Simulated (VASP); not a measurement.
Input of a VASP 6.6.1 run:

The input INCAR:

```
  PREC = Accurate
  ENCUT = 520
  EDIFF = 1E-7
  ISMEAR = -1
  SIGMA = 0.1
  LREAL = False
  LASPH = True
  NELM = 80
  ALGO = Normal
  ISIF = 2
  LWAVE = False
  LCHARG = True
  LDIPOL = True
  IDIPOL = 3
  DIPOL = 0.5 0.5 0.500
  GGA = CA
  LELF = True
  LVHAR = True
  LVACPOTAV = True
  NBANDS = 33
```

The input KPOINTS:

```
Automatic mesh
0
Gamma
  13 13 1
```

File POSCAR:

```
Pt
1.0
    2.7543088548      0.0000000000      0.0000000000
    0.0000000000      2.7543088548      0.0000000000
    0.0000000000      0.0000000000     29.6637000000
Pt
5
Direct
    0.0000000000      0.0000000000      0.3708234883
    0.5000000000      0.5000000000      0.4346607399
    0.0000000000      0.0000000000      0.4999999998
    0.5000000000      0.5000000000      0.5653392598
    0.0000000000      0.0000000000      0.6291765117
```

Potentials or basis: VASP PAW LDA potentials, release 64 (Pt).

The run is started by

```sh
$ cat potpaw_LDA.64/Pt/POTCAR > POTCAR
$ mpirun -np 1 vasp_std > vasp.out
```

Estimate the work function of the lower face.

6.03 eV.

Estimate the work function of the upper face.

6.03 eV.

Estimate the band gap on the k mesh.

zero (bands 25 and 26 overlap by 1.42 eV).

Forces on the atoms (eV/Å):
```
Pt   0.000  0.000 -0.045
Pt   0.000  0.000  0.001
Pt   0.000  0.000  0.000
Pt   0.000  0.000 -0.001
Pt   0.000  0.000  0.045
```

Caveat: spin-orbit coupling is left out, which moves the levels of the heavy elements.
